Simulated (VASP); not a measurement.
# Ta3Si3N (Pm-3m) in VASP: notebook

The runs below take Ta3Si3N through single point, relaxation of cell and atoms, with PBE.

Program: VASP 6.6.1. These are calculated values, not measurements. Logs are shortened: lines on timing, memory, paths and dates and some standing lists are left out, and cuts for length are marked.

**1. The cell of the first run**

It takes space group Pm-3m (No. 221, cubic). The conventional cell has a = 4.974 Å, b = 4.974 Å, c = 4.974 Å, α = 90.00°, β = 90.00°, γ = 90.00°. Ta (site symmetry 4/mmm) has 4 Si at 2.49 Å within 3.3 Å. Within 3.3 Å of Si (site symmetry 4/mmm) lie 4 Ta at 2.49 Å and 2 N at 2.49 Å. Within 3.3 Å of N (site symmetry m-3m) lie 6 Si at 2.49 Å.

**2. Single point, PBE**

INCAR reads:

```
SYSTEM = Ta3Si3N
ALGO = Normal
EDIFF = 1E-6
ENCUT = 520
GGA = PE
ISIF = 2
ISMEAR = 0
LASPH = .TRUE.
LCHARG = .FALSE.
LREAL = .FALSE.
LWAVE = .FALSE.
NBANDS = 34
NELM = 100
PREC = Accurate
SIGMA = 0.1
```

KPOINTS reads:

```
k-points
0
G
  8 8 8
  0 0 0
```

POSCAR reads:

```
Ta3Si3N
1.0
    4.9735076692      0.0000000000      0.0000000000
    0.0000000000      4.9735076692      0.0000000000
    0.0000000000      0.0000000000      4.9735076692
Ta Si N
3 3 1
Direct
    0.0000000000      0.5000000000      0.0000000000
    0.0000000000      0.0000000000      0.5000000000
    0.5000000000      0.0000000000      0.0000000000
    0.5000000000      0.0000000000      0.5000000000
    0.5000000000      0.5000000000      0.0000000000
    0.0000000000      0.5000000000      0.5000000000
    0.5000000000      0.5000000000      0.5000000000
```

Potentials or basis: VASP PAW PBE potentials, release 64 (Ta_pv, Si, N).

Launch:

```
$ cat potpaw_PBE.64/Ta_pv/POTCAR potpaw_PBE.64/Si/POTCAR potpaw_PBE.64/N/POTCAR > POTCAR
$ mpirun -np 1 vasp_std > vasp.out
```

OUTCAR:

```text
SYSTEM = Ta3Si3N
   EDIFF = 1E-6
   ENCUT = 520
   GGA = PE
   ISIF = 2
   ISMEAR = 0
   LASPH = .TRUE.
   LREAL = .FALSE.
   NELM = 100
   PREC = Accurate

 ion  position               nearest neighbor table
   1  0.000  0.500  0.000-   5 2.49   6 2.49   6 2.49   5 2.49   2 3.52   2 3.52   2 3.52   3 3.52
                             2 3.52   3 3.52   3 3.52   3 3.52
   2  0.000  0.000  0.500-   4 2.49   6 2.49   6 2.49   4 2.49   1 3.52   3 3.52   1 3.52   1 3.52
                             1 3.52   3 3.52   3 3.52   3 3.52
   3  0.500  0.000  0.000-   4 2.49   5 2.49   4 2.49   5 2.49   2 3.52   1 3.52   1 3.52   2 3.52
                             1 3.52   2 3.52   2 3.52   1 3.52
   4  0.500  0.000  0.500-   2 2.49   3 2.49   3 2.49   2 2.49
   5  0.500  0.500  0.000-   1 2.49   3 2.49   3 2.49   1 2.49
   6  0.000  0.500  0.500-   1 2.49   2 2.49   1 2.49   2 2.49
   7  0.500  0.500  0.500-

  LATTYP: Found a simple cubic cell.
 ALAT       =     4.9735076692

  Lattice vectors:

 A1 = (   4.9735076692,   0.0000000000,   0.0000000000)
 A2 = (   0.0000000000,   4.9735076692,   0.0000000000)
 A3 = (   0.0000000000,   0.0000000000,   4.9735076692)

Analysis of symmetry for initial positions (statically):
=====================================================================
 Subroutine PRICEL returns:
 Original cell was already a primitive cell.

 Routine SETGRP: Setting up the symmetry group for a
 simple cubic supercell.

 Subroutine GETGRP returns: Found 48 space group operations
 (whereof 48 operations were pure point group operations)
 out of a pool of 48 trial point group operations.

The static configuration has the point symmetry O_h .

Analysis of symmetry for dynamics (positions and initial velocities):
=====================================================================
 Subroutine PRICEL returns:
 Original cell was already a primitive cell.

 Routine SETGRP: Setting up the symmetry group for a
 simple cubic supercell.

 Subroutine GETGRP returns: Found 48 space group operations
 (whereof 48 operations were pure point group operations)
 out of a pool of 48 trial point group operations.

The dynamic configuration has the point symmetry O_h .

 Subroutine INISYM returns: Found 48 space group operations
 (whereof 48 operations are pure point group operations),
 and found     1 'primitive' translations

----------------------------------------------------------------------------------------

[... 107 lines left out ...]
   NFREE  =      0    steps in history (QN), initial steepest desc. (CG)
   ISIF   =      2    stress and relaxation
   ISYM   =      2    0-nonsym 1-usesym 2-fastsym
   POTIM  = 0.5000    time-step for ionic-motion
   TEBEG  =    0.0;   TEEND  =   0.0 temperature during run
   PSTRESS=    0.0 pullay stress
   NELECT =      50.0000    total number of electrons
   NUPDOWN=      -1.0000    fix difference up-down
   EMIN   =  10.00;   EMAX   =-10.00  energy-range for DOS
   EFERMI =   0.00;   METHOD = LEGACY
   ISMEAR =     0;   SIGMA  =   0.10  broadening in eV -4-tet -1-fermi 0-gaus
   EFERMI_NEDOS =   21; number of points for ismear=-14 and -15
   IALGO  =     38    algorithm
   IMIX   =      4    mixing-type and parameters
     AMIX     =   0.40;   BMIX     =  1.00
     AMIX_MAG =   1.60;   BMIX_MAG =  1.00
  volume/ion in A,a.u.               =      17.57       118.60
  Fermi-wavevector in a.u.,A,eV,Ry     =   1.212650  2.291576 20.007631  1.470519
  Thomas-Fermi vector in A             =   2.348127
   LORBIT       =      0    0 simple, 1 ext, 2 COOP (PROOUT), +10 PAW based schemes
   GGA     = PE    functional components
   LHFCALC =     F    Hartree Fock is set to
   AEXX    =    0.0000 exact exchange contribution
   IVDW    =     0    specifies the selected vdW correction
   LEPSILON=     F    determine dielectric tensor
   LRPA    =     F    only Hartree local field effects (RPA)
 non-spin polarized calculation
 Gauss-broadening in eV      SIGMA  =   0.10
  energy-cutoff  :      520.00
  volume of cell :      123.02
 maximum number of plane-waves:      3362
 NGX is ok and might be reduce to    40
   NGX = 19   NGY = 19   NGZ = 19

 number of electron      49.9999993 magnetization

 Free energy of the ion-electron system (eV)
  ---------------------------------------------------
  ext. energy  EPLUGINS =         0.00000000
  ---------------------------------------------------
  free energy    TOTEN  =       -52.81385618 eV

  energy without entropy =      -52.76413333  energy(sigma->0) =      -52.78899475

 E-fermi :   5.6585     XC(G=0): -11.1298

 val. band max:        5.6527632875   @ k =   0.2500   0.1250   0.0000
 cond. band min:       5.6691041767   @ k =   0.3750   0.1250   0.1250
 fundamental gap:      0.0163408892
 Fermi energy:         5.6584637467

 k-point     1 :       0.0000    0.0000    0.0000
  band No.  band energies     occupation
      1     -29.1725      2.00000
      2     -29.1725      2.00000
      3     -29.1725      2.00000
      4     -29.1272      2.00000
      5     -29.1272      2.00000
      6     -29.1272      2.00000
[... 877 lines left out ...]
     33       8.9991      0.00000
     34       9.1276      0.00000

 [... further k-points ...]

------------------------ aborting loop because EDIFF is reached ----------------------------------------

  FORCE on cell =-STRESS in cart. coord.  units (eV):
  Direction    XX          YY          ZZ          XY          YZ          ZX
  --------------------------------------------------------------------------------------
  -------------------------------------------------------------------------------------
  Total        0.0197552      0.0197552      0.0197552      0.0000000     -0.0000000     -0.0000000
  in kB        0.2572790      0.2572790      0.2572790      0.0000000     -0.0000000     -0.0000000
  external PRESSURE =       0.2572790 kB  Pullay stress =       0.0000000 kB

 VOLUME and BASIS-vectors are now :
 -----------------------------------------------------------------------------
  energy-cutoff  :      520.00
  volume of cell :      123.02
      direct lattice vectors                 reciprocal lattice vectors
     4.973507669  0.000000000  0.000000000     0.201065338  0.000000000  0.000000000
     0.000000000  4.973507669  0.000000000     0.000000000  0.201065338  0.000000000
     0.000000000  0.000000000  4.973507669     0.000000000  0.000000000  0.201065338

 POSITION                                       TOTAL-FORCE (eV/Angst)
 -----------------------------------------------------------------------------------
      0.00000      2.48675      0.00000         0.000000      0.000000      0.000000
      0.00000      0.00000      2.48675         0.000000      0.000000      0.000000
      2.48675      0.00000      0.00000         0.000000      0.000000      0.000000
      2.48675      0.00000      2.48675         0.000000      0.000000      0.000000
      2.48675      2.48675      0.00000         0.000000      0.000000      0.000000
      0.00000      2.48675      2.48675         0.000000      0.000000      0.000000
      2.48675      2.48675      2.48675         0.000000      0.000000      0.000000
 -----------------------------------------------------------------------------------
    total drift:                               -0.000000      0.000000      0.000000

  FREE ENERGIE OF THE ION-ELECTRON SYSTEM (eV)
  ---------------------------------------------------
  free  energy   TOTEN  =       -52.8138561784 eV

  energy  without entropy=      -52.7641333299  energy(sigma->0) =      -52.78899475
```

OSZICAR:

```text
N       E                     dE             d eps       ncg     rms          rms(c)
DAV:   1     0.365325396391E+03    0.36533E+03   -0.25672E+04  2452   0.140E+03
DAV:   2    -0.373335300981E+02   -0.40266E+03   -0.38850E+03  2728   0.362E+02
DAV:   3    -0.573142738083E+02   -0.19981E+02   -0.19276E+02  3260   0.701E+01
DAV:   4    -0.577692302990E+02   -0.45496E+00   -0.45155E+00  2856   0.103E+01
DAV:   5    -0.577794156268E+02   -0.10185E-01   -0.10175E-01  3174   0.151E+00    0.230E+01
DAV:   6    -0.569272269164E+02    0.85219E+00   -0.31831E+01  3136   0.262E+01    0.169E+01
DAV:   7    -0.534958691681E+02    0.34314E+01   -0.25434E+01  3294   0.110E+01    0.881E+00
DAV:   8    -0.528051237060E+02    0.69075E+00   -0.29796E+00  3222   0.745E+00    0.216E+00
DAV:   9    -0.528191457784E+02   -0.14022E-01   -0.31245E-01  2830   0.234E+00    0.828E-01
DAV:  10    -0.528154495772E+02    0.36962E-02   -0.43469E-02  3058   0.801E-01    0.383E-01
DAV:  11    -0.528140430789E+02    0.14065E-02   -0.12799E-02  3192   0.393E-01    0.148E-01
DAV:  12    -0.528139127503E+02    0.13033E-03   -0.18927E-03  2986   0.150E-01    0.731E-02
DAV:  13    -0.528138729454E+02    0.39805E-04   -0.13961E-04  2808   0.587E-02    0.405E-02
DAV:  14    -0.528138575853E+02    0.15360E-04   -0.51098E-05  2590   0.232E-02    0.104E-02
DAV:  15    -0.528138569801E+02    0.60520E-06   -0.15744E-05  2986   0.112E-02    0.755E-03
DAV:  16    -0.528138561784E+02    0.80175E-06   -0.21143E-06  1660   0.571E-03
   1 F= -.52813856E+02 E0= -.52788995E+02  d E =-.497228E-01
```

stdout:

```text
POSCAR found type information on POSCAR TaSiN
 POSCAR found :  3 types and       7 ions
 scaLAPACK will be used
 LDA part: xc-table for (Slater+PW92), standard interpolation
 POSCAR, INCAR and KPOINTS ok, starting setup
 FFT: planning ... GRIDC
 FFT: planning ... GRID_SOFT
 FFT: planning ... GRID
 WAVECAR not read
 entering main loop
```

Run time: 65 s. Hardware: 1 thread of Intel Xeon 6975P-C (Granite Rapids), shared host; peak memory 0.31 GiB.

What came out:

```
Free energy            : -52.8139 eV
Pressure               : 0.0 GPa
Band gap on the k mesh : zero (band 25 reaches 5.86 eV, above the bottom of band 26 at 5.42 eV)
```

Caveat: spin-orbit coupling is left out, which moves the levels of the heavy elements.

**3. Relaxation of cell and atoms, PBE**

This run uses another cell than the first one, of 17.53 Å³/atom, 0.998 times its volume.

INCAR reads:

```
PREC = Accurate
ENCUT = 600
EDIFF = 1E-7
ISMEAR = 0
SIGMA = 0.1
LREAL = F
LASPH = T
NELM = 100
ALGO = Normal
ISIF = 3
LWAVE = F
LCHARG = F
GGA = PE
IBRION = 2
NSW = 100
EDIFFG = -0.01
```

KPOINTS reads:

```
regular mesh
0
Gamma
  8 8 8
```

POSCAR: that of step 2 with these lines changed.

```diff
@@ -2,5 +2,5 @@
 1.0
-    4.9735076692      0.0000000000      0.0000000000
-    0.0000000000      4.9735076692      0.0000000000
-    0.0000000000      0.0000000000      4.9735076692
+    4.9696331629      0.0000000000      0.0000000000
+    0.0000000000      4.9696331629      0.0000000000
+    0.0000000000      0.0000000000      4.9696331629
 Ta Si N
```

Potentials or basis: VASP PAW PBE potentials, release 64 (Ta_pv, Si, N).

Launch:

```
$ cat potpaw_PBE.64/Ta_pv/POTCAR potpaw_PBE.64/Si/POTCAR potpaw_PBE.64/N/POTCAR > POTCAR
$ mpirun -np 1 vasp_std > vasp.out
```

Run time: 2.6 min. Hardware: 1 thread of Intel Xeon 6975P-C (Granite Rapids), shared host; peak memory 0.34 GiB.

The run converged. Its results:

```yaml
Free_energy: -52.8158 eV
Relaxed_volume: 17.58 Å³/atom
Relaxed_cell: a = 4.974 Å, b = 4.974 Å, c = 4.974 Å, α = 90.00°, β = 90.00°, γ = 90.00°
Space_group_after_relaxing_to_0.05_Å: Pm-3m (No. 221)
Energy_gained_by_relaxing: 0.0 meV/atom
Ionic_steps: 3
Pressure_after_relaxing: 0.0 GPa
Band_gap_on_the_k_mesh: zero (band 25 reaches 5.86 eV, above the bottom of band 26 at 5.42 eV)
```

The path:
```tsv
step	energy change (eV)	largest force (eV/Å)	pressure (GPa)	volume (Å³)
1	0.0000	0.0000	0.34	122.74
2	0.0001	0.0000	-0.39	123.39
3	-0.0003	0.0000	0.01	123.03
```

Final structure:
```xyz
7
Lattice="4.9736 0.0000 0.0000 0.0000 4.9736 0.0000 0.0000 0.0000 4.9736" Properties=species:S:1:pos:R:3 pbc="T T T"
Ta    0.0000    2.4868    0.0000
Ta    0.0000    0.0000    2.4868
Ta    2.4868    0.0000    0.0000
Si    2.4868    0.0000    2.4868
Si    2.4868    2.4868    0.0000
Si    0.0000    2.4868    2.4868
N     2.4868    2.4868    2.4868
```

Levels at points of the mesh, in eV from the Fermi level:
```
           k point  band 23  band 24  band 25  band 26  band 27  band 28
(0.00, 0.00, 0.00)    -0.01     0.21     0.21     0.21     0.68     0.68
(0.50, 0.00, 0.00)    -1.06    -0.55    -0.48     0.40     0.78     0.78
(0.50, 0.50, 0.00)    -0.98    -0.98    -0.97     0.14     0.14     0.77
(0.50, 0.50, 0.50)    -0.36    -0.36    -0.24    -0.24    -0.24     0.15
```

Caveat: spin-orbit coupling is left out, which moves the levels of the heavy elements.

**4. Single point, PBE**

This run uses another cell than the first one, of 17.53 Å³/atom, 0.998 times its volume.

INCAR reads:

```
SYSTEM = Ta3Si3N
PREC = Accurate
ENCUT = 520
EDIFF = 1E-6
ISMEAR = 0
SIGMA = 0.1
LREAL = .False.
LASPH = .True.
NELM = 100
ALGO = Normal
ISIF = 2
LWAVE = .False.
LCHARG = .False.
GGA = PE
NBANDS = 34
```

KPOINTS reads:

```
regular mesh
0
Gamma
  4 4 4
  0 0 0
```

POSCAR is that of step 3.

Potentials or basis: VASP PAW PBE potentials, release 64 (Ta_pv, Si, N).

Launch:

```
$ cat potpaw_PBE.64/Ta_pv/POTCAR potpaw_PBE.64/Si/POTCAR potpaw_PBE.64/N/POTCAR > POTCAR
$ mpirun -np 1 vasp_std > vasp.out
```

OUTCAR:

```text
SYSTEM = Ta3Si3N
   PREC = Accurate
   ENCUT = 520
   EDIFF = 1E-6
   ISMEAR = 0
   LREAL = .False.
   LASPH = .True.
   NELM = 100
   ISIF = 2
   GGA = PE

 ion  position               nearest neighbor table
   1  0.000  0.500  0.000-   5 2.48   6 2.48   6 2.48   5 2.48   2 3.51   2 3.51   2 3.51   3 3.51
                             2 3.51   3 3.51   3 3.51   3 3.51
   2  0.000  0.000  0.500-   4 2.48   6 2.48   6 2.48   4 2.48   1 3.51   3 3.51   1 3.51   1 3.51
                             1 3.51   3 3.51   3 3.51   3 3.51
   3  0.500  0.000  0.000-   4 2.48   5 2.48   4 2.48   5 2.48   2 3.51   1 3.51   1 3.51   2 3.51
                             1 3.51   2 3.51   2 3.51   1 3.51
   4  0.500  0.000  0.500-   2 2.48   3 2.48   3 2.48   2 2.48
   5  0.500  0.500  0.000-   1 2.48   3 2.48   3 2.48   1 2.48
[... 566 lines left out ...]
  in kB        0.5443156      0.5443156      0.5443156      0.0000000      0.0000000     -0.0000000
  external PRESSURE =       0.5443156 kB  Pullay stress =       0.0000000 kB

 VOLUME and BASIS-vectors are now :
 -----------------------------------------------------------------------------
  energy-cutoff  :      520.00
  volume of cell :      122.74
      direct lattice vectors                 reciprocal lattice vectors
     4.969633163  0.000000000  0.000000000     0.201222096  0.000000000  0.000000000
     0.000000000  4.969633163  0.000000000     0.000000000  0.201222096  0.000000000
     0.000000000  0.000000000  4.969633163     0.000000000  0.000000000  0.201222096

 POSITION                                       TOTAL-FORCE (eV/Angst)
 -----------------------------------------------------------------------------------
      0.00000      2.48482      0.00000         0.000000      0.000000      0.000000
      0.00000      0.00000      2.48482         0.000000      0.000000      0.000000
      2.48482      0.00000      0.00000         0.000000      0.000000      0.000000
      2.48482      0.00000      2.48482         0.000000      0.000000      0.000000
      2.48482      2.48482      0.00000         0.000000      0.000000      0.000000
      0.00000      2.48482      2.48482         0.000000      0.000000      0.000000
      2.48482      2.48482      2.48482         0.000000      0.000000      0.000000
 -----------------------------------------------------------------------------------
    total drift:                               -0.000000      0.000000      0.000000

  FREE ENERGIE OF THE ION-ELECTRON SYSTEM (eV)
  ---------------------------------------------------
  free  energy   TOTEN  =       -52.8383293477 eV

  energy  without entropy=      -52.8005165753  energy(sigma->0) =      -52.81942296
```

OSZICAR:

```text
N       E                     dE             d eps       ncg     rms          rms(c)
DAV:   1     0.372119198165E+03    0.37212E+03   -0.25865E+04   696   0.141E+03
DAV:   2    -0.368780866464E+02   -0.40900E+03   -0.39506E+03   772   0.364E+02
DAV:   3    -0.572830090791E+02   -0.20405E+02   -0.19738E+02   924   0.709E+01
DAV:   4    -0.577696494680E+02   -0.48664E+00   -0.47787E+00   840   0.105E+01
DAV:   5    -0.577804060908E+02   -0.10757E-01   -0.10743E-01   872   0.154E+00    0.231E+01
DAV:   6    -0.571458730901E+02    0.63453E+00   -0.33070E+01   892   0.260E+01    0.168E+01
DAV:   7    -0.534902143541E+02    0.36557E+01   -0.22476E+01   908   0.107E+01    0.876E+00
DAV:   8    -0.528280972993E+02    0.66212E+00   -0.29277E+00   908   0.735E+00    0.203E+00
DAV:   9    -0.528481290042E+02   -0.20032E-01   -0.35902E-01   834   0.230E+00    0.963E-01
DAV:  10    -0.528389456004E+02    0.91834E-02   -0.37541E-02   866   0.831E-01    0.309E-01
DAV:  11    -0.528386360269E+02    0.30957E-03   -0.88549E-03   840   0.389E-01    0.145E-01
DAV:  12    -0.528384771907E+02    0.15884E-03   -0.19853E-03   876   0.211E-01    0.111E-01
DAV:  13    -0.528383349817E+02    0.14221E-03   -0.65309E-04   868   0.982E-02    0.195E-02
DAV:  14    -0.528383303193E+02    0.46624E-05   -0.45205E-05   734   0.299E-02    0.111E-02
DAV:  15    -0.528383293477E+02    0.97161E-06   -0.69895E-06   698   0.939E-03
   1 F= -.52838329E+02 E0= -.52819423E+02  d E =-.378128E-01
```

stdout:

```text
POSCAR found type information on POSCAR TaSiN
 POSCAR found :  3 types and       7 ions
 scaLAPACK will be used
 LDA part: xc-table for (Slater+PW92), standard interpolation
 POSCAR, INCAR and KPOINTS ok, starting setup
 FFT: planning ... GRIDC
 FFT: planning ... GRID_SOFT
 FFT: planning ... GRID
 WAVECAR not read
 entering main loop
```

Run time: 24 s. Hardware: 1 thread of Intel Xeon 6975P-C (Granite Rapids), shared host; peak memory 0.24 GiB.

What came out:

* Free energy: -52.8383 eV
* Pressure: 0.1 GPa
* Band gap on the k mesh: zero (band 25 reaches 5.87 eV, above the bottom of band 26 at 5.42 eV)

Caveat: spin-orbit coupling is left out, which moves the levels of the heavy elements.

(Part 1 of 2 ends here.)
